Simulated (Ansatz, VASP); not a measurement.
**Two plane-wave programs on SbSe**

File INCAR:

```
SYSTEM = SbSe
ALGO     = Normal         ! electronic algorithm
EDIFF    = 1E-7           ! SCF threshold, eV
EDIFFG   = -0.01          ! ionic threshold
ENCUT    = 600            ! plane-wave cutoff, eV
GGA      = PE             ! functional
IBRION   = 2              ! ionic algorithm
ISIF     = 3              ! what is computed and relaxed
ISMEAR   = 0              ! smearing method
LASPH    = .TRUE.         ! aspherical terms in the spheres
LCHARG   = .FALSE.        ! write CHGCAR
LREAL    = .FALSE.        ! projectors in reciprocal space
LWAVE    = .FALSE.        ! write WAVECAR
NELM     = 100            ! most SCF steps
NSW      = 100            ! ionic steps
PREC     = Accurate       ! precision mode
SIGMA    = 0.1            ! smearing width, eV
```

The input KPOINTS:

```
k-points
0
G
  12 12 8
  0 0 0
```

The input POSCAR:

```
SbSe
1.0
    5.0631726661      0.0000000000      0.0000000000
   -2.5315863330      4.3848361526      0.0000000000
    0.0000000000      0.0000000000      5.9322181658
Sb Se
2 2
Direct
    0.3333333333      0.6666666667      0.7500000000
    0.6666666667      0.3333333333      0.2500000000
    0.3333333333      0.6666666667      0.2500000000
    0.6666666667      0.3333333333      0.7500000000
```

Input for Ansatz:

```yaml
crystal:
  lattice:
    - [5.0631726661, 0.0, 0.0]
    - [-2.531586333, 4.3848361526, 0.0]
    - [0.0, 0.0, 5.9322181658]
  atoms:
    - { symbol: Sb, position: [0.3333333333, 0.6666666667, 0.75] }
    - { symbol: Sb, position: [0.6666666667, 0.3333333333, 0.25] }
    - { symbol: Se, position: [0.3333333333, 0.6666666667, 0.25] }
    - { symbol: Se, position: [0.6666666667, 0.3333333333, 0.75] }
basis:
  ecutwfc: 420
kpoints:
  mp_grid: { grid: [12, 12, 8] }
hamiltonian:
  xc: pbe
scf:
  occupations: { method: gaussian, width: 0.1 }
output:
  forces: true
  stress: true
  eigenvalues: true
  write_density: true
  write_potential: true
  elf: true
  volumetric_format: npy
relax:
  adjacent_minimum: "off"
  f_tol: 0.01
  max_steps: 80
  cell: { stress_tol: 0.05 }
```

Alike in both runs: task relaxation of cell and atoms; functional PBE; k mesh 12 × 12 × 8; occupations gaussian, width 0.1 eV; no spin polarisation.

|  | VASP | Ansatz |
| --- | --- | --- |
| version | VASP 6.6.1 | Ansatz 0.2.0 |
| potentials or method | VASP PAW PBE potentials, release 64 (Sb, Se), cutoff 600 eV | scalar-relativistic, plane waves, PAW |
| valence electrons in the cell | 22 | 62 |

VASP gave:

```
gap on the k mesh at the Fermi level, each at its own relaxed structure (eV) : none
relaxed volume (Å³/atom)                                                     : 32.95
relaxed cell length with the largest relative difference (Å)                 : 5.995
```

Task: Estimate Ansatz's values.

Result: gap on the k mesh at the Fermi level, each at its own relaxed structure (eV): none; relaxed volume (Å³/atom): 33.00; relaxed cell length with the largest relative difference (Å): 5.998.

A gap of «none» marks a metal or a gap that the smearing closes. VASP's potentials hold 22 valence electrons a cell and Ansatz's 62, so a difference there can come from the potentials and not from the codes.

Neither program's run includes spin-orbit coupling.
